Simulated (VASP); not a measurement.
Set up this calculation in VASP 6.6.1, as the native input.

- Task: single point
- Functional: PBE
- Dispersion: D3(BJ)
- Potentials or basis: VASP PAW PBE potentials, release 64 (Al)
- Cutoff: 520 eV
- k mesh: 26 × 26 × 26
- Occupations: gaussian, width 0.15 eV
- Spin: no spin polarisation
- Dipole correction: no
- Further INCAR settings: ALGO = Fast; EDIFF = 1e-06; NBANDS = 8

The structure of Al lies in POSCAR:

```
Al
1.0
    0.0000000000      2.0710173426      1.9913628294
    2.0710173426      0.0000000000      1.9913628294
    2.0710173426      2.0710173426      0.0000000000
Al
1
Direct
    0.0000000000      0.0000000000      0.0000000000
```

This cell differs from its parent crystal: strain +0.040 along x and y, +0.000 along z.

The input as run:

INCAR

```
PREC     = Accurate       # precision mode
ENCUT    = 520            # plane-wave cutoff, eV
EDIFF    = 1E-6           # SCF threshold, eV
ISMEAR   = 0              # smearing method
SIGMA    = 0.15           # smearing width, eV
LREAL    = False          # projectors in reciprocal space
LASPH    = True           # aspherical terms in the spheres
NELM     = 60             # most SCF steps
ALGO     = Fast           # electronic algorithm
ISIF     = 2              # what is computed and relaxed
LWAVE    = False          # write WAVECAR
LCHARG   = False          # write CHGCAR
GGA      = PE             # functional
IVDW     = 12             # dispersion correction
NBANDS   = 8              # bands
```

KPOINTS

```
regular mesh
0
Gamma
  26 26 26
```

Potentials or basis: VASP PAW PBE potentials, release 64 (Al).

The run is started by

```bash
$ cat potpaw_PBE.64/Al/POTCAR > POTCAR
$ mpirun -np 1 vasp_std > vasp.out
```

It gave:

```
Pressure                   : -5.6 GPa
Dispersion energy per atom : -0.324 eV
```

Caveat: the cell differs from its parent crystal (strain +0.040 along x and y, +0.000 along z); pairwise dispersion overbinds metals, which lowers pressure and volume.

Run time: 40 s on 1 thread of Intel(R) Xeon(R) 6975P-C (Granite Rapids), with other jobs on the host, peak memory 0.27 GiB.
